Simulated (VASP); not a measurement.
A run of VASP 6.6.1 is set up as follows.

The input INCAR:

```
ALGO = Normal
EDIFF = 1E-6
EDIFFG = -0.005
ENCUT = 600
GGA = PE
IBRION = 2
ISIF = 3
ISMEAR = -1
LASPH = True
LCHARG = False
LREAL = False
LWAVE = False
NELM = 80
NSW = 60
PREC = Accurate
PSTRESS = 0.8699999999999999
SIGMA = 0.1
```

Contents of KPOINTS:

```
k-points
0
Gamma
  14 14 14
```

POSCAR

```
SiNi
1.0
    2.9150338986      0.0000000000      0.0000000000
    0.0000000000      2.9150338986      0.0000000000
    0.0000000000      0.0000000000      2.9150338986
Ni Si
1 1
Direct
    0.0000000000      0.0000000000      0.0000000000
    0.5000000000      0.5000000000      0.5000000000
```

Potentials or basis: VASP PAW PBE potentials, release 64 (Ni, Si).

The run is started by

```sh
$ cat potpaw_PBE.64/Ni/POTCAR potpaw_PBE.64/Si/POTCAR > POTCAR
$ mpirun -np 1 vasp_std > vasp.out
```

Question: Estimate the space group after relaxing (to 0.1 Å).

Answer: Pm-3m (No. 221).

Question: Estimate the relaxed cell.

Answer: a = 2.838 Å, b = 2.838 Å, c = 2.838 Å, α = 90.00°, β = 90.00°, γ = 90.00°.

Question: Predict the relaxed volume.

Answer: 11.43 Å³/atom.

Step by step:
| step | energy change (eV) | largest force (eV/Å) | pressure (GPa) | volume (Å³) |
| --- | --- | --- | --- | --- |
| 1 | 0.0000 | 0.0000 | -11.22 | 24.77 |
| 2 | -0.0412 | 0.0000 | 9.52 | 21.77 |
| 3 | -0.0725 | 0.0000 | 0.02 | 22.86 |

Caveat: the cell is relaxed towards a set pressure, so the run minimises the enthalpy, not the energy. Spin polarisation is off, so any magnetic state and its effect on volume and gap are missing.
